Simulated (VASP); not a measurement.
A run of VASP 6.6.1 is set up as follows.

Contents of INCAR:

```
ALGO = Normal ; EDIFF = 1E-6
EDIFFG = -0.005 ; ENCUT = 600
GGA = PE ; IBRION = 2
ISIF = 3 ; ISMEAR = -1
LASPH = T ; LCHARG = F
LREAL = F ; LWAVE = F
NELM = 80 ; NSW = 60
PREC = Accurate ; PSTRESS = 10.0
SIGMA = 0.08
```

KPOINTS

```
k-points
0
Gamma
  5 5 7
```

File POSCAR:

```
Rb
1.0
    7.3969176454      0.0000000000      0.0000000000
   -3.6984588227      6.4059185906      0.0000000000
    0.0000000000      0.0000000000      4.5860889402
Rb
3
Direct
    0.0000000000      0.0000000000      0.0000000000
    0.3333333333      0.6666666667      0.5000000000
    0.6666666667      0.3333333333      0.5000000000
```

Potentials or basis: VASP PAW PBE potentials, release 64 (Rb_sv).

Command:

```sh
$ cat potpaw_PBE.64/Rb_sv/POTCAR > POTCAR
$ mpirun -np 1 vasp_std > vasp.out
```

(1) Estimate the relaxed cell.

(2) Estimate the band gap on the k mesh.

(3) Predict the space group after relaxing (to 0.1 Å).

Answers

(1) a = 7.497 Å, b = 7.497 Å, c = 4.464 Å, α = 90.00°, β = 90.00°, γ = 120.00°.

(2) zero (an odd number of electrons rules out a gap without spin polarisation).

(3) P6/mmm (No. 191).
